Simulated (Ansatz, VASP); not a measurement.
## One calculation of Cu, two programs

```
Cu
1.0
    -1.40672    1.40672    1.44489
     1.40672   -1.40672    1.44489
     1.40672    1.40672   -1.44489
Cu
1
Direct
  0.00000 0.00000 0.00000
```

Change from the starting cell: strain -0.025 along x and y, +0.050 along z, atoms carried along.

Alike in both runs: task single point; functional PBEsol; k mesh 24 × 24 × 24; occupations gaussian, width 0.15 eV; no spin polarisation.

|  | VASP | Ansatz |
| --- | --- | --- |
| version | VASP 6.6.1 | Ansatz 0.2.0 |
| potentials or method | VASP PAW PBE potentials, release 64 (Cu), cutoff 520 eV | scalar-relativistic, plane waves, PAW |
| valence electrons in the cell | 11 | 19 |

Ansatz gave:

```
gap on the k mesh at the Fermi level (eV)                     : none
pressure (GPa)                                                : -1.2
traceless stress, the component that is largest in VASP (GPa) : 0.25
```

What did VASP give for the same quantities?

gap on the k mesh at the Fermi level (eV): none; pressure (GPa): -0.4; traceless stress, the component that is largest in VASP (GPa): 0.25.

VASP's potentials were made for PBE, not for PBEsol. A gap of «none» marks a metal or a gap that the smearing closes. VASP's potentials hold 11 valence electrons a cell and Ansatz's 19, so a difference there can come from the potentials and not from the codes.
